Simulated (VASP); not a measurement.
# BN in VASP: a series of runs

Runs on BN. Level: r2SCAN. Tasks: single point.

Program: VASP 6.6.1. These are calculated values, not measurements. Logs are shortened: lines on timing, memory, paths and dates and some standing lists are left out, and cuts for length are marked.

## (1) The cell of the first run

It takes space group I-4m2 (No. 119, tetragonal). The conventional cell has a = 2.641 Å, b = 2.641 Å, c = 3.626 Å, α = 90.00°, β = 90.00°, γ = 90.00°. Within 2.1 Å of B (site symmetry -4m2) lie 4 N at 1.60 Å. N (site symmetry -4m2) has 4 B at 1.60 Å within 2.1 Å.

## (2) Single point, r2SCAN (strain +0.030 along x and y, +0.000 along z)

Contents of POSCAR:

```
BN
1.0
    0.0000000000      1.8673910300      1.8130010000
    1.8673910300      0.0000000000      1.8130010000
    1.8673910300      1.8673910300      0.0000000000
B N
1 1
Direct
    0.0000000000      0.0000000000      0.0000000000
    0.7500000000      0.7500000000      0.7500000000
```

Contents of INCAR.step1:

```
PREC     = Accurate       # precision mode
ENCUT    = 520            # plane-wave cutoff, eV
ISMEAR   = 0              # smearing method
SIGMA    = 0.05           # smearing width, eV
LREAL    = False          # projectors in reciprocal space
LASPH    = True           # aspherical terms in the spheres
NELM     = 80             # most SCF steps
NBANDS   = 11             # bands
GGA      = PE             # functional
ALGO     = Normal         # electronic algorithm
EDIFF    = 1E-4           # SCF threshold, eV
LWAVE    = True           # write WAVECAR
LCHARG   = False          # write CHGCAR
```

Contents of INCAR.step2:

```
PREC     = Accurate       # precision mode
ENCUT    = 520            # plane-wave cutoff, eV
EDIFF    = 1E-6           # SCF threshold, eV
ISMEAR   = 0              # smearing method
SIGMA    = 0.05           # smearing width, eV
LREAL    = False          # projectors in reciprocal space
LASPH    = True           # aspherical terms in the spheres
NELM     = 80             # most SCF steps
ALGO     = Normal         # electronic algorithm
ISIF     = 2              # what is computed and relaxed
LWAVE    = False          # write WAVECAR
LCHARG   = False          # write CHGCAR
METAGGA  = R2SCAN         # meta-GGA
LMIXTAU  = True         
NBANDS   = 11             # bands
ISTART   = 1
```

Contents of KPOINTS:

```
Automatic mesh
0
Gamma
  12 12 12
```

Potentials or basis: VASP PAW PBE potentials, release 64 (B, N).

Command:

```bash
> cat potpaw_PBE.64/B/POTCAR potpaw_PBE.64/N/POTCAR > POTCAR
> cp INCAR.step1 INCAR
> mpirun -np 1 vasp_std > vasp.out
> cp INCAR.step2 INCAR
> mpirun -np 1 vasp_std > vasp.out
```

OUTCAR:

```text
PREC = Accurate
   ENCUT = 520
   EDIFF = 1E-6
   ISMEAR = 0
   LREAL = False
   LASPH = True
   NELM = 80
   ISIF = 2
   METAGGA = R2SCAN
   ISTART = 1

 ion  position               nearest neighbor table
   1  0.000  0.000  0.000-   2 1.60   2 1.60   2 1.60   2 1.60
   2  0.750  0.750  0.750-   1 1.60   1 1.60   1 1.60   1 1.60

  LATTYP: Found a body centered tetragonal cell.
 ALAT       =     2.6408897209
 C/A-ratio  =     1.3730228761

  Lattice vectors:

 A1 = (   0.0000000000,  -1.8673910300,  -1.8130010000)
 A2 = (   0.0000000000,   1.8673910300,  -1.8130010000)
 A3 = (   1.8673910300,   0.0000000000,   1.8130010000)

Analysis of symmetry for initial positions (statically):
=====================================================================
 Subroutine PRICEL returns:
 Original cell was already a primitive cell.

 Routine SETGRP: Setting up the symmetry group for a
 body centered tetragonal supercell.

 Subroutine GETGRP returns: Found  8 space group operations
 (whereof  8 operations were pure point group operations)
 out of a pool of 16 trial point group operations.

The static configuration has the point symmetry D_2d.

Analysis of symmetry for dynamics (positions and initial velocities):
=====================================================================
 Subroutine PRICEL returns:
 Original cell was already a primitive cell.

 Routine SETGRP: Setting up the symmetry group for a
 body centered tetragonal supercell.

 Subroutine GETGRP returns: Found  8 space group operations
 (whereof  8 operations were pure point group operations)
 out of a pool of 16 trial point group operations.

The dynamic configuration has the point symmetry D_2d.

 Subroutine INISYM returns: Found  8 space group operations
 (whereof  8 operations are pure point group operations),
 and found     1 'primitive' translations

----------------------------------------------------------------------------------------

                                     Primitive cell

  volume of cell :      12.6444

  direct lattice vectors                    reciprocal lattice vectors
     0.000000000  1.867391030  1.813001000    -0.267753241  0.267753241  0.275785838
     1.867391030  0.000000000  1.813001000     0.267753241 -0.267753241  0.275785838
     1.867391030  1.867391030  0.000000000     0.267753241  0.267753241 -0.275785838

  length of vectors
     2.602714330  2.602714330  2.640889721     0.468445754  0.468445754  0.468445754

  position of ions in fractional coordinates (direct lattice)
     0.000000000  0.000000000  0.000000000
     0.750000000  0.750000000  0.750000000

  ion indices of the primitive-cell ions
   primitive index   ion index
                 1           1
                 2           2

----------------------------------------------------------------------------------------

 KPOINTS: Automatic mesh

Automatic generation of k-mesh.
 Grid dimensions read from file:
 generate k-points for:   12   12   12

 Generating k-lattice:

  Cartesian coordinates                     Fractional coordinates (reciprocal lattice)
    -0.022312770  0.022312770  0.022982153     0.083333333  0.000000000  0.000000000
     0.022312770 -0.022312770  0.022982153     0.000000000  0.083333333  0.000000000
     0.022312770  0.022312770 -0.022982153    -0.000000000 -0.000000000  0.083333333

  Length of vectors
     0.039037146  0.039037146  0.039037146

  Shift w.r.t. Gamma in fractional coordinates (k-lattice)
     0.000000000  0.000000000  0.000000000

 Subroutine IBZKPT returns following result:
 ===========================================

 Found    163 irreducible k-points:

 Following reciprocal coordinates:
            Coordinates               Weight
  0.000000  0.000000  0.000000      1.000000
  0.083333 -0.000000  0.000000      8.000000
  0.166667  0.000000  0.000000      8.000000
  0.250000 -0.000000  0.000000      8.000000
  0.333333 -0.000000  0.000000      8.000000
  0.416667  0.000000  0.000000      8.000000
[... 16 lines left out ...]
  0.500000  0.166667  0.000000      8.000000
 -0.416667  0.166667  0.000000      8.000000
 [... further k-points ...]
   k-points           NKPTS =    163   k-points in BZ     NKDIM =    163   number of bands    NBANDS=     11
   number of dos      NEDOS =    301   number of ions     NIONS =      2
   total plane-waves  NPLWV =   8000
   dimension x,y,z NGX =    20 NGY =   20 NGZ =   20
   dimension x,y,z NGXF=    40 NGYF=   40 NGZF=   40
   ions per type =               1   1
   NGX,Y,Z   is equivalent  to a cutoff of  12.77, 12.77, 12.59 a.u.
   NGXF,Y,Z  is equivalent  to a cutoff of  25.55, 25.55, 25.18 a.u.
 SYSTEM =  unknown system
   PREC   = accura    normal or accurate (medium, high low for compatibility)
   ISTART =      1    job   : 0-new  1-cont  2-samecut
   ICHARG =      0    charge: 1-file 2-atom 10-const
   ISPIN  =      1    spin polarized calculation?
   LNONCOLLINEAR =      F non collinear calculations
[... 37 lines left out ...]
  energy-cutoff  :      520.00
  volume of cell :       12.64
 maximum number of plane-waves:       350
   NGX =  9   NGY =  9   NGZ =  9

 number of electron       8.0000002 magnetization

 Free energy of the ion-electron system (eV)
  ---------------------------------------------------
  ext. energy  EPLUGINS =         0.00000000
  ---------------------------------------------------
  free energy    TOTEN  =       -19.09287138 eV

  energy without entropy =      -19.09287138  energy(sigma->0) =      -19.09287138

 E-fermi :   6.9541     XC(G=0): -13.2891

 val. band max:        6.6083983164   @ k =   0.0000   0.0000   0.0000
 cond. band min:      11.0013282548   @ k =   0.5000   0.5000   0.0000
 fundamental gap:      4.3929299384
 Fermi energy:         6.9540908897

 k-point     1 :       0.0000    0.0000    0.0000
  band No.  band energies     occupation
      1     -14.0923      2.00000
      2       6.3380      2.00000
      3       6.3380      2.00000
      4       6.6084      2.00000
      5      15.4901      0.00000
      6      15.6961      0.00000
      7      15.6961      0.00000
      8      16.3337      0.00000
      9      31.2446      0.00000
     10      33.6061      0.00000
     11      34.8758      0.00000

 k-point     2 :       0.0833   -0.0000    0.0000
  band No.  band energies     occupation
      1     -13.9269      2.00000
      2       5.5003      2.00000
      3       6.1543      2.00000
      4       6.3723      2.00000
      5      15.6164      0.00000
      6      15.9153      0.00000
      7      15.9570      0.00000
      8      17.0282      0.00000
      9      31.1694      0.00000
     10      31.7981      0.00000
     11      32.6858      0.00000

 k-point     3 :       0.1667    0.0000    0.0000
  band No.  band energies     occupation
      1     -13.4383      2.00000
      2       3.4204      2.00000
      3       5.7037      2.00000
      4       5.9642      2.00000
      5      15.7775      0.00000
      6      16.5329      0.00000
      7      16.5533      0.00000
      8      18.5403      0.00000
      9      30.4160      0.00000
     10      30.6578      0.00000
     11      31.3147      0.00000

 k-point     4 :       0.2500   -0.0000    0.0000
  band No.  band energies     occupation
      1     -12.6543      2.00000
      2       0.9791      2.00000
      3       5.1778      2.00000
      4       5.5011      2.00000
      5      15.9277      0.00000
      6      17.0974      0.00000
      7      17.2037      0.00000
      8      20.0495      0.00000
      9      30.0893      0.00000
     10      30.1843      0.00000
     11      30.8662      0.00000
[... 239 lines left out ...]
 k-point    22 :       0.4167    0.1667    0.0000
  band No.  band energies     occupation
      1     -10.7259      2.00000
      2      -1.7282      2.00000
      3       3.3537      2.00000
      4       3.5417      2.00000
      5      14.9510      0.00000
      6      19.0287      0.00000
      7      19.5430      0.00000
      8      20.2142      0.00000
      9      27.4065      0.00000
     10      33.0500      0.00000
     11      35.1108      0.00000

 k-point    23 :       0.5000    0.1667    0.0000
  band No.  band energies     occupation
      1      -9.8729      2.00000
      2      -3.1542      2.00000
      3       2.9964      2.00000
      4       3.4044      2.00000
      5      15.2676      0.00000
      6      18.9923      0.00000
      7      19.2955      0.00000
      8      21.5274      0.00000
      9      27.6422      0.00000
     10      33.1364      0.00000
     11      34.3763      0.00000

 k-point    24 :      -0.4167    0.1667    0.0000
  band No.  band energies     occupation
      1      -9.7670      2.00000
      2      -3.3227      2.00000
      3       2.6044      2.00000
      4       3.7014      2.00000
      5      15.6698      0.00000
      6      18.8441      0.00000
      7      18.9275      0.00000
      8      22.3464      0.00000
      9      27.7002      0.00000
     10      32.1107      0.00000
     11      33.2813      0.00000

 [... further k-points ...]

------------------------ aborting loop because EDIFF is reached ----------------------------------------

  FORCE on cell =-STRESS in cart. coord.  units (eV):
  Direction    XX          YY          ZZ          XY          YZ          ZX
  --------------------------------------------------------------------------------------
  -------------------------------------------------------------------------------------
  Total       -2.3474026     -2.3474026     -1.0017429      0.0000000     -0.0000000      0.0000000
  in kB     -297.4401436   -297.4401436   -126.9311749      0.0000000     -0.0000000      0.0000000
  external PRESSURE =    -240.6038207 kB  Pullay stress =       0.0000000 kB

 VOLUME and BASIS-vectors are now :
 -----------------------------------------------------------------------------
  energy-cutoff  :      520.00
  volume of cell :       12.64
      direct lattice vectors                 reciprocal lattice vectors
     0.000000000  1.867391030  1.813001000    -0.267753241  0.267753241  0.275785838
     1.867391030  0.000000000  1.813001000     0.267753241 -0.267753241  0.275785838
     1.867391030  1.867391030  0.000000000     0.267753241  0.267753241 -0.275785838

 POSITION                                       TOTAL-FORCE (eV/Angst)
 -----------------------------------------------------------------------------------
      0.00000      0.00000      0.00000        -0.000000     -0.000000      0.000000
      2.80109      2.80109      2.71950         0.000000      0.000000     -0.000000
 -----------------------------------------------------------------------------------
    total drift:                               -0.000000     -0.000000      0.000001

  FREE ENERGIE OF THE ION-ELECTRON SYSTEM (eV)
  ---------------------------------------------------
  free  energy   TOTEN  =       -19.0928713826 eV

  energy  without entropy=      -19.0928713826  energy(sigma->0) =      -19.09287138
```

Wall time 2.1 min (1 thread of Intel Xeon 8259CL, shared host); peak memory 0.14 GiB.

Results:

| Item | Value |
| --- | --- |
| Free energy | -19.0929 eV |
| Pressure | -24.1 GPa |
| Band gap on the k mesh | 4.39 eV, indirect (least direct gap 8.88 eV) |

Stress tensor (GPa, compression positive):
```
-29.74   0.00   0.00
  0.00 -29.74   0.00
  0.00   0.00 -12.69
```

Caveat: the cell differs from its parent crystal (strain +0.030 along x and y, +0.000 along z); the PAW data sets were made with another functional, which shifts forces and pressure a little. A k mesh can miss the band edges.

## (3) Single point, r2SCAN (strain +0.015 along x and y, +0.030 along z)

Contents of POSCAR:

```
BN
1.0
    0.0000000000      1.8401960150      1.8673910300
    1.8401960150      0.0000000000      1.8673910300
    1.8401960150      1.8401960150      0.0000000000
B N
1 1
Direct
    0.0000000000      0.0000000000      0.0000000000
    0.7500000000      0.7500000000      0.7500000000
```

Contents of INCAR.step1:

```
SYSTEM = BN
PREC = Accurate
ENCUT = 520
ISMEAR = 0
SIGMA = 0.05
LREAL = .False.
LASPH = .True.
NELM = 80
NBANDS = 11
GGA = PE
ALGO = Normal
EDIFF = 1E-4
LWAVE = .True.
LCHARG = .False.
```

Contents of INCAR.step2:

```
SYSTEM = BN
PREC = Accurate
ENCUT = 520
EDIFF = 1E-6
ISMEAR = 0
SIGMA = 0.05
LREAL = .False.
LASPH = .True.
NELM = 80
ALGO = Normal
ISIF = 2
LWAVE = .False.
LCHARG = .False.
METAGGA = R2SCAN
LMIXTAU = .True.
NBANDS = 11
ISTART = 1
```

Contents of KPOINTS:

```
regular mesh
0
Gamma
  12 12 12
  0 0 0
```

Potentials or basis: VASP PAW PBE potentials, release 64 (B, N).

Command:

```bash
> cat potpaw_PBE.64/B/POTCAR potpaw_PBE.64/N/POTCAR > POTCAR
> cp INCAR.step1 INCAR
> mpirun -np 1 vasp_std > vasp.out
> cp INCAR.step2 INCAR
> mpirun -np 1 vasp_std > vasp.out
```

Run time: 2.3 min. Hardware: 1 thread of Intel Xeon 8259CL, shared host; peak memory 0.14 GiB.

It converged, with:

| Property | Result |
| --- | --- |
| Free energy | -19.1025 eV |
| Pressure | -24.1 GPa |
| Band gap on the k mesh | 4.76 eV, indirect (least direct gap 9.11 eV) |

Stress tensor (GPa, compression positive):
```
-21.13   0.00   0.00
  0.00 -21.13   0.00
  0.00   0.00 -30.12
```

Levels at points of the mesh, in eV from the valence-band top:
| k point | band 1 | band 2 | band 3 | band 4 | band 5 | band 6 | band 7 | band 8 |
| --- | --- | --- | --- | --- | --- | --- | --- | --- |
| (0.00, 0.00, 0.00) | -20.57 | -0.14 | 0.00 | 0.00 | 9.11 | 9.11 | 9.21 | 9.86 |
| (0.50, 0.00, 0.00) | -16.60 | -10.51 | -2.05 | -1.82 | 9.77 | 11.01 | 11.11 | 15.61 |
| (0.50, 0.50, 0.00) | -15.38 | -9.06 | -4.68 | -4.68 | 5.00 | 9.59 | 18.11 | 18.11 |
| (0.50, 0.00, 0.50) | -15.22 | -8.86 | -4.88 | -4.87 | 4.76 | 9.24 | 18.03 | 18.24 |

Caveat: the cell differs from its parent crystal (strain +0.015 along x and y, +0.030 along z); the PAW data sets were made with another functional, which shifts forces and pressure a little. A k mesh can miss the band edges.

## (4) Single point, r2SCAN (strain +0.030 along x and y, +0.015 along z)

Contents of POSCAR:

```
BN
1.0
    0.0000000000      1.8673910300      1.8401960150
    1.8673910300      0.0000000000      1.8401960150
    1.8673910300      1.8673910300      0.0000000000
B N
1 1
Direct
    0.0000000000      0.0000000000      0.0000000000
    0.7500000000      0.7500000000      0.7500000000
```

Contents of INCAR.step1:

```
ALGO = Normal ; EDIFF = 1E-4
ENCUT = 520 ; GGA = PE
ISMEAR = 0 ; LASPH = T
LCHARG = F ; LREAL = F
LWAVE = T ; NBANDS = 11
NELM = 100 ; PREC = Accurate
SIGMA = 0.05
```

Contents of INCAR.step2:

```
ALGO = Normal ; EDIFF = 1E-7
ENCUT = 520 ; ISIF = 2
ISMEAR = 0 ; ISTART = 1
LASPH = T ; LCHARG = F
LMIXTAU = T ; LREAL = F
LWAVE = F ; METAGGA = R2SCAN
NBANDS = 11 ; NELM = 100
PREC = Accurate ; SIGMA = 0.05
```

Contents of KPOINTS:

```
k-points
0
Gamma
  12 12 12
```

Command:

```bash
> cat potpaw_PBE.64/B/POTCAR potpaw_PBE.64/N/POTCAR > POTCAR
> cp INCAR.step1 INCAR
> mpirun -np 1 vasp_std > vasp.out
> cp INCAR.step2 INCAR
> mpirun -np 1 vasp_std > vasp.out
```

Wall time 2.3 min (1 thread of Intel Xeon 8259CL, shared host); peak memory 0.14 GiB.

Results (log left out):

```
Free energy            : -19.0723 eV
Pressure               : -28.4 GPa
Band gap on the k mesh : 4.62 eV, indirect (least direct gap 8.96 eV)
```

Stress tensor (GPa, compression positive):
```
-31.25   0.00   0.00
  0.00 -31.25   0.00
  0.00   0.00 -22.74
```

Levels at points of the mesh, in eV from the valence-band top:
```tsv
k point	band 1	band 2	band 3	band 4	band 5	band 6	band 7	band 8	band 9
(0.00, 0.00, 0.00)	-20.45	-0.14	-0.14	0.00	8.96	9.06	9.06	9.57	24.44
(0.50, 0.00, 0.00)	-16.55	-10.42	-2.06	-1.84	9.55	10.83	11.02	15.41	23.56
(0.50, 0.50, 0.00)	-15.14	-8.74	-4.91	-4.91	4.62	9.00	17.89	17.89	20.86
(0.50, 0.00, 0.50)	-15.29	-8.94	-4.72	-4.71	4.86	9.34	17.75	17.95	20.57
```

Caveat: the cell differs from its parent crystal (strain +0.030 along x and y, +0.015 along z); the PAW data sets were made with another functional, which shifts forces and pressure a little.

## (5) Single point, r2SCAN (strain -0.030 along x and y, -0.030 along z)

Contents of POSCAR:

```
BN
1.0
    0.0000000000      1.7586109700      1.7586109700
    1.7586109700      0.0000000000      1.7586109700
    1.7586109700      1.7586109700      0.0000000000
B N
1 1
Direct
    0.0000000000      0.0000000000      0.0000000000
    0.7500000000      0.7500000000      0.7500000000
```

Contents of INCAR.step1:

```
PREC = Accurate ; ENCUT = 520
ISMEAR = 0 ; SIGMA = 0.05
LREAL = False ; LASPH = True
NELM = 100 ; NBANDS = 11
GGA = PE ; ALGO = Normal
EDIFF = 1E-4 ; LWAVE = True
LCHARG = False
```

Contents of INCAR.step2:

```
PREC = Accurate ; ENCUT = 520
EDIFF = 1E-6 ; ISMEAR = 0
SIGMA = 0.05 ; LREAL = False
LASPH = True ; NELM = 100
ALGO = Normal ; ISIF = 2
LWAVE = False ; LCHARG = False
METAGGA = R2SCAN ; LMIXTAU = True
NBANDS = 11 ; ISTART = 1
```

Contents of KPOINTS:

```
Automatic mesh
0
Gamma
  12 12 12
```

Command:

```bash
> cat potpaw_PBE.64/B/POTCAR potpaw_PBE.64/N/POTCAR > POTCAR
> cp INCAR.step1 INCAR
> mpirun -np 1 vasp_std > vasp.out
> cp INCAR.step2 INCAR
> mpirun -np 1 vasp_std > vasp.out
```

Wall time 62 s (1 thread of AMD EPYC, shared host); peak memory 0.09 GiB.

It converged, with:

- Free energy: -19.0715 eV
- Pressure: 36.6 GPa
- Band gap on the k mesh: 5.07 eV, indirect (least direct gap 9.93 eV)

Levels at points of the mesh, in eV from the valence-band top:
```tsv
k point	band 2	band 3	band 4	band 5	band 6	band 7
(0.00, 0.00, 0.00)	0.00	0.00	0.00	9.93	9.93	9.93
(0.50, 0.00, 0.00)	-11.88	-2.18	-2.18	11.93	11.93	11.93
(0.50, 0.50, 0.00)	-9.89	-5.53	-5.53	5.07	10.30	20.61
```

Caveat: the cell differs from its parent crystal (strain -0.030 along x and y, -0.030 along z); the PAW data sets were made with another functional, which shifts forces and pressure a little.

## (6) Summary

```csv
cell,gap on the mesh (eV),pressure (GPa)
"a = 2.603, b = 2.603, c = 2.641 Å, angles 59.5, 59.5, 61.0°, 2 atoms",4.39,-24.1
"a = 2.622, b = 2.622, c = 2.602 Å, angles 60.2, 60.2, 59.5°, 2 atoms",4.76,-24.1
"a = 2.622, b = 2.622, c = 2.641 Å, angles 59.8, 59.8, 60.5°, 2 atoms",4.62,-28.4
"a = 2.487 Å, angles 60.0°, 2 atoms",5.07,36.6
```

Alike in all rows: task single point; level r2SCAN; potentials or basis VASP PAW PBE potentials, release 64 (B, N); no spin polarisation; k mesh 12 × 12 × 12; cutoff (eV) 520; smearing gaussian 0.05 eV.

Caveats: the PAW data sets were made with another functional, which shifts forces and pressure a little.

Absolute energies hang on the potentials; compare differences alone.
